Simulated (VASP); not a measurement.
# SrSiH6 (Fm-3m) in VASP: settings compared

Aim: see how the results for SrSiH6 move with the level of theory and the settings. Levels: PBEsol, r2SCAN+rVV10. Tasks: single point.

Everything below comes from runs of VASP 6.6.1. Logs are shortened: lines on timing, memory, paths and dates and some standing lists are left out, and cuts for length are marked.

## 1. The cell of the first run

Symmetry: Fm-3m, No. 225, cubic system. Conventional cell: a = 7.832 Å, b = 7.832 Å, c = 7.832 Å, α = 90.00°, β = 90.00°, γ = 90.00°. Sr (site symmetry m-3m) has 6 H at 2.32 Å within 3.1 Å. Si (site symmetry m-3m) has 6 H at 1.59 Å within 2.1 Å. Within 2.1 Å of H (site symmetry 4mm) lie 1 Si at 1.59 Å.

## 2. Single point, PBEsol

File INCAR:

```
SYSTEM = SrSiH6
PREC     = Accurate       ! precision mode
ENCUT    = 520            ! plane-wave cutoff, eV
EDIFF    = 1E-6           ! SCF threshold, eV
ISMEAR   = -1             ! smearing method
SIGMA    = 0.03           ! smearing width, eV
LREAL    = .FALSE.        ! projectors in reciprocal space
LASPH    = .TRUE.         ! aspherical terms in the spheres
NELM     = 60             ! most SCF steps
ALGO     = Normal         ! electronic algorithm
ISIF     = 2              ! what is computed and relaxed
LWAVE    = .FALSE.        ! write WAVECAR
LCHARG   = .FALSE.        ! write CHGCAR
GGA      = PS             ! functional
NBANDS   = 20             ! bands
```

File KPOINTS:

```
regular mesh
0
G
  6 6 6
  0 0 0
```

File POSCAR:

```
SrSiH6
1.0
    0.0000000000      3.9161598511      3.9161598511
    3.9161598511      0.0000000000      3.9161598511
    3.9161598511      3.9161598511      0.0000000000
Sr Si H
1 1 6
Direct
    0.5000000000      0.5000000000      0.5000000000
    0.0000000000      0.0000000000      0.0000000000
    0.7965382985      0.2034617015      0.2034617015
    0.2034617015      0.7965382985      0.7965382985
    0.2034617015      0.7965382985      0.2034617015
    0.7965382985      0.2034617015      0.7965382985
    0.2034617015      0.2034617015      0.7965382985
    0.7965382985      0.7965382985      0.2034617015
```

Potentials or basis: VASP PAW PBE potentials, release 64 (Sr_sv, Si, H).

On the command line:

```
$ cat potpaw_PBE.64/Sr_sv/POTCAR potpaw_PBE.64/Si/POTCAR potpaw_PBE.64/H/POTCAR > POTCAR
$ mpirun -np 1 vasp_std > vasp.out
```

OUTCAR:

```text
SYSTEM = SrSiH6
   PREC = Accurate
   ENCUT = 520
   EDIFF = 1E-6
   ISMEAR = -1
   LREAL = .FALSE.
   LASPH = .TRUE.
   NELM = 60
   ISIF = 2
   GGA = PS

 ion  position               nearest neighbor table
   1  0.500  0.500  0.500-   3 2.32   4 2.32   5 2.32   6 2.32   7 2.32   8 2.32   2 3.92   2 3.92
                             2 3.92   2 3.92   2 3.92   2 3.92
   2  0.000  0.000  0.000-   3 1.59   4 1.59   5 1.59   6 1.59   7 1.59   8 1.59   1 3.92   1 3.92
                             1 3.92   1 3.92   1 3.92   1 3.92
   3  0.797  0.203  0.203-   2 1.59   1 2.32
   4  0.203  0.797  0.797-   2 1.59   1 2.32
   5  0.203  0.797  0.203-   2 1.59   1 2.32
   6  0.797  0.203  0.797-   2 1.59   1 2.32
   7  0.203  0.203  0.797-   2 1.59   1 2.32
   8  0.797  0.797  0.203-   2 1.59   1 2.32

  LATTYP: Found a face centered cubic cell.
 ALAT       =     7.8323197022

  Lattice vectors:

 A1 = (   0.0000000000,   3.9161598511,   3.9161598511)
 A2 = (   3.9161598511,   0.0000000000,   3.9161598511)
 A3 = (   3.9161598511,   3.9161598511,   0.0000000000)

Analysis of symmetry for initial positions (statically):
=====================================================================
 Subroutine PRICEL returns:
 Original cell was already a primitive cell.

 Routine SETGRP: Setting up the symmetry group for a
 face centered cubic supercell.

 Subroutine GETGRP returns: Found 48 space group operations
 (whereof 48 operations were pure point group operations)
 out of a pool of 48 trial point group operations.

The static configuration has the point symmetry O_h .

Analysis of symmetry for dynamics (positions and initial velocities):
=====================================================================
 Subroutine PRICEL returns:
 Original cell was already a primitive cell.

 Routine SETGRP: Setting up the symmetry group for a
 face centered cubic supercell.

 Subroutine GETGRP returns: Found 48 space group operations
 (whereof 48 operations were pure point group operations)
 out of a pool of 48 trial point group operations.

The dynamic configuration has the point symmetry O_h .

 Subroutine INISYM returns: Found 48 space group operations
 (whereof 48 operations are pure point group operations),
 and found     1 'primitive' translations

----------------------------------------------------------------------------------------

                                     Primitive cell

  volume of cell :     120.1189

  direct lattice vectors                    reciprocal lattice vectors
     0.000000000  3.916159851  3.916159851    -0.127676096  0.127676096  0.127676096
     3.916159851  0.000000000  3.916159851     0.127676096 -0.127676096  0.127676096
     3.916159851  3.916159851  0.000000000     0.127676096  0.127676096 -0.127676096

  length of vectors
     5.538286374  5.538286374  5.538286374     0.221141485  0.221141485  0.221141485

  position of ions in fractional coordinates (direct lattice)
     0.500000000  0.500000000  0.500000000
     0.000000000  0.000000000  0.000000000
     0.796538299  0.203461701  0.203461701
     0.203461701  0.796538299  0.796538299
     0.203461701  0.796538299  0.203461701
     0.796538299  0.203461701  0.796538299
     0.203461701  0.203461701  0.796538299
     0.796538299  0.796538299  0.203461701

  ion indices of the primitive-cell ions
   primitive index   ion index
                 1           1
                 2           2
                 3           3
                 4           4
                 5           5
                 6           6
                 7           7
                 8           8

----------------------------------------------------------------------------------------

 KPOINTS: regular mesh

Automatic generation of k-mesh.
 Grid dimensions read from file:
 generate k-points for:    6    6    6

 Generating k-lattice:

  Cartesian coordinates                     Fractional coordinates (reciprocal lattice)
    -0.021279349  0.021279349  0.021279349     0.166666667  0.000000000  0.000000000
     0.021279349 -0.021279349  0.021279349     0.000000000  0.166666667  0.000000000
     0.021279349  0.021279349 -0.021279349     0.000000000  0.000000000  0.166666667

  Length of vectors
     0.036856914  0.036856914  0.036856914

  Shift w.r.t. Gamma in fractional coordinates (k-lattice)
     0.000000000  0.000000000  0.000000000

 Subroutine IBZKPT returns following result:
 ===========================================

 Found     16 irreducible k-points:

 Following reciprocal coordinates:
            Coordinates               Weight
  0.000000  0.000000  0.000000      1.000000
  0.166667  0.000000  0.000000      8.000000
  0.333333  0.000000  0.000000      8.000000
  0.500000  0.000000  0.000000      4.000000
  0.166667  0.166667  0.000000      6.000000
  0.333333  0.166667  0.000000     24.000000
[... 8 lines left out ...]
 -0.333333  0.333333  0.166667     24.000000
 -0.333333  0.500000  0.166667     12.000000
   k-points           NKPTS =     16   k-points in BZ     NKDIM =     16   number of bands    NBANDS=     20
   number of dos      NEDOS =    301   number of ions     NIONS =      8
   total plane-waves  NPLWV =  74088
   dimension x,y,z NGX =    42 NGY =   42 NGZ =   42
   dimension x,y,z NGXF=    84 NGYF=   84 NGZF=   84
   ions per type =               1   1   6
   NGX,Y,Z   is equivalent  to a cutoff of  12.61, 12.61, 12.61 a.u.
   NGXF,Y,Z  is equivalent  to a cutoff of  25.21, 25.21, 25.21 a.u.
 SYSTEM =  SrSiH6
   PREC   = accura    normal or accurate (medium, high low for compatibility)
   ISTART =      0    job   : 0-new  1-cont  2-samecut
   ICHARG =      2    charge: 1-file 2-atom 10-const
   ISPIN  =      1    spin polarized calculation?
   LNONCOLLINEAR =      F non collinear calculations
   LSORBIT =      F    spin-orbit coupling
   LASPH  =      T    aspherical Exc in radial PAW
   ENCUT  =  520.0 eV  38.22 Ry    6.18 a.u.  10.30 10.30 10.30*2*pi/ulx,y,z
   NELM   =     60;   NELMIN=  2; NELMDL= -5     # of ELM steps
   EDIFF  = 0.1E-05   stopping-criterion for ELM
   LREAL  =      F    real-space projection
[... 7 lines left out ...]
   TEBEG  =    0.0;   TEEND  =   0.0 temperature during run
   PSTRESS=    0.0 pullay stress
   NELECT =      20.0000    total number of electrons
   NUPDOWN=      -1.0000    fix difference up-down
   EMIN   =  10.00;   EMAX   =-10.00  energy-range for DOS
   EFERMI =   0.00;   METHOD = LEGACY
   ISMEAR =    -1;   SIGMA  =   0.03  broadening in eV -4-tet -1-fermi 0-gaus
   EFERMI_NEDOS =   21; number of points for ismear=-14 and -15
   IALGO  =     38    algorithm
   IMIX   =      4    mixing-type and parameters
     AMIX     =   0.40;   BMIX     =  1.00
     AMIX_MAG =   1.60;   BMIX_MAG =  1.00
  volume/ion in A,a.u.               =      15.01       101.33
  Fermi-wavevector in a.u.,A,eV,Ry     =   0.900633  1.701949 11.036222  0.811139
  Thomas-Fermi vector in A             =   2.023614
   LORBIT       =      0    0 simple, 1 ext, 2 COOP (PROOUT), +10 PAW based schemes
   GGA     = PS    functional components
   LHFCALC =     F    Hartree Fock is set to
   AEXX    =    0.0000 exact exchange contribution
   IVDW    =     0    specifies the selected vdW correction
   LEPSILON=     F    determine dielectric tensor
   LRPA    =     F    only Hartree local field effects (RPA)
 non-spin polarized calculation
  energy-cutoff  :      520.00
  volume of cell :      120.12
 maximum number of plane-waves:      3287
 NGX is ok and might be reduce to    42
   NGX = 21   NGY = 21   NGZ = 21

 number of electron      19.9999997 magnetization

 Free energy of the ion-electron system (eV)
  ---------------------------------------------------
  ext. energy  EPLUGINS =         0.00000000
  ---------------------------------------------------
  free energy    TOTEN  =       -27.91620344 eV

  energy without entropy =      -27.91620344  energy(sigma->0) =      -27.91620344

 E-fermi :  -0.0914     XC(G=0):  -6.9419

 val. band max:       -0.8716912787   @ k =  -0.3333   0.1667   0.0000
 cond. band min:       1.1011180673   @ k =   0.0000   0.0000   0.0000
 fundamental gap:      1.9728093460
 Fermi energy:        -0.0913925246

 k-point     1 :       0.0000    0.0000    0.0000
  band No.  band energies     occupation
      1     -35.1317      2.00000
      2     -17.1927      2.00000
      3     -17.1927      2.00000
      4     -17.1927      2.00000
      5      -9.3792      2.00000
      6      -3.9553      2.00000
[... 12 lines left out ...]
     19       7.5380      0.00000
     20       7.5380      0.00000

 k-point     2 :       0.1667    0.0000    0.0000
  band No.  band energies     occupation
      1     -35.1317      2.00000
      2     -17.1975      2.00000
      3     -17.1928      2.00000
      4     -17.1928      2.00000
      5      -9.3111      2.00000
      6      -4.2188      2.00000
[... 12 lines left out ...]
     19       7.8699      0.00000
     20       7.8699      0.00000

 k-point     3 :       0.3333    0.0000    0.0000
  band No.  band energies     occupation
      1     -35.1315      2.00000
      2     -17.2071      2.00000
      3     -17.1931      2.00000
      4     -17.1931      2.00000
      5      -9.1645      2.00000
      6      -4.6902      2.00000
[... 12 lines left out ...]
     19       6.9096      0.00000
     20       7.8007      0.00000

 k-point     4 :       0.5000    0.0000    0.0000
  band No.  band energies     occupation
      1     -35.1315      2.00000
      2     -17.2118      2.00000
      3     -17.1933      2.00000
      4     -17.1933      2.00000
      5      -9.0847      2.00000
      6      -4.9091      2.00000
[... 12 lines left out ...]
     19       6.1889      0.00000
     20       7.0135      0.00000

 k-point     5 :       0.1667    0.1667    0.0000
  band No.  band energies     occupation
      1     -35.1316      2.00000
      2     -17.1966      2.00000
      3     -17.1940      2.00000
      4     -17.1940      2.00000
      5      -9.2981      2.00000
      6      -4.3706      2.00000
[... 12 lines left out ...]
     19       7.7796      0.00000
     20       7.8744      0.00000
[... 169 lines left out ...]
      6      -4.4008      2.00000
[... 12 lines left out ...]
     19       7.8542      0.00000
     20       8.1965      0.00000

 k-point    14 :       0.5000    0.3333    0.1667
  band No.  band energies     occupation
      1     -35.1314      2.00000
      2     -17.2050      2.00000
      3     -17.1984      2.00000
      4     -17.1950      2.00000
      5      -9.1436      2.00000
      6      -4.6499      2.00000
[... 12 lines left out ...]
     19       7.8021      0.00000
     20       7.8639      0.00000

 k-point    15 :      -0.3333    0.3333    0.1667
  band No.  band energies     occupation
      1     -35.1314      2.00000
      2     -17.2056      2.00000
      3     -17.1995      2.00000
      4     -17.1962      2.00000
      5      -9.1155      2.00000
      6      -4.6405      2.00000
[... 12 lines left out ...]
     19       7.1961      0.00000
     20       8.1748      0.00000

 k-point    16 :      -0.3333    0.5000    0.1667
  band No.  band energies     occupation
      1     -35.1314      2.00000
      2     -17.2033      2.00000
      3     -17.1998      2.00000
      4     -17.1988      2.00000
      5      -9.1377      2.00000
      6      -4.4542      2.00000
[... 12 lines left out ...]
     19       8.0907      0.00000
     20       8.1574      0.00000

------------------------ aborting loop because EDIFF is reached ----------------------------------------

  FORCE on cell =-STRESS in cart. coord.  units (eV):
  Direction    XX          YY          ZZ          XY          YZ          ZX
  --------------------------------------------------------------------------------------
  -------------------------------------------------------------------------------------
  Total       -0.0054149     -0.0054149     -0.0054149     -0.0000000     -0.0000000      0.0000000
  in kB       -0.0722256     -0.0722256     -0.0722256     -0.0000000     -0.0000000      0.0000000
  external PRESSURE =      -0.0722256 kB  Pullay stress =       0.0000000 kB

 VOLUME and BASIS-vectors are now :
 -----------------------------------------------------------------------------
  energy-cutoff  :      520.00
  volume of cell :      120.12
      direct lattice vectors                 reciprocal lattice vectors
     0.000000000  3.916159851  3.916159851    -0.127676096  0.127676096  0.127676096
     3.916159851  0.000000000  3.916159851     0.127676096 -0.127676096  0.127676096
     3.916159851  3.916159851  0.000000000     0.127676096  0.127676096 -0.127676096

 POSITION                                       TOTAL-FORCE (eV/Angst)
 -----------------------------------------------------------------------------------
      3.91616      3.91616      3.91616         0.000000     -0.000000     -0.000000
      0.00000      0.00000      0.00000         0.000000     -0.000000     -0.000000
      1.59358      3.91616      3.91616        -0.011834     -0.000000     -0.000000
      6.23874      3.91616      3.91616         0.011834     -0.000000     -0.000000
      3.91616      1.59358      3.91616         0.000000     -0.011834     -0.000000
      3.91616      6.23874      3.91616         0.000000      0.011834     -0.000000
      3.91616      3.91616      1.59358         0.000000     -0.000000     -0.011834
      3.91616      3.91616      6.23874         0.000000     -0.000000      0.011834
 -----------------------------------------------------------------------------------
    total drift:                               -0.000000     -0.000000     -0.000000

  FREE ENERGIE OF THE ION-ELECTRON SYSTEM (eV)
  ---------------------------------------------------
  free  energy   TOTEN  =       -27.9162034399 eV

  energy  without entropy=      -27.9162034399  energy(sigma->0) =      -27.91620344
```

It took 1.8 min on 1 thread of Oxide Virtual Turin-like, shared host; peak memory 0.24 GiB.

What came out:

| Property | Result |
| --- | --- |
| Free energy | -27.9162 eV |
| Pressure | 0.0 GPa |
| Largest force | 0.012 eV/Å |
| Band gap on the k mesh | 1.97 eV (least direct gap 2.78 eV) |

Forces on the atoms (eV/Å):
```
Sr   0.000  0.000  0.000
Si   0.000  0.000  0.000
H   -0.012  0.000  0.000
H    0.012  0.000  0.000
H    0.000 -0.012  0.000
H    0.000  0.012  0.000
H    0.000  0.000 -0.012
H    0.000  0.000  0.012
```

Caveat: the PAW data sets were made with another functional, which shifts forces and pressure a little.

(Continued in part 2 of 2.)
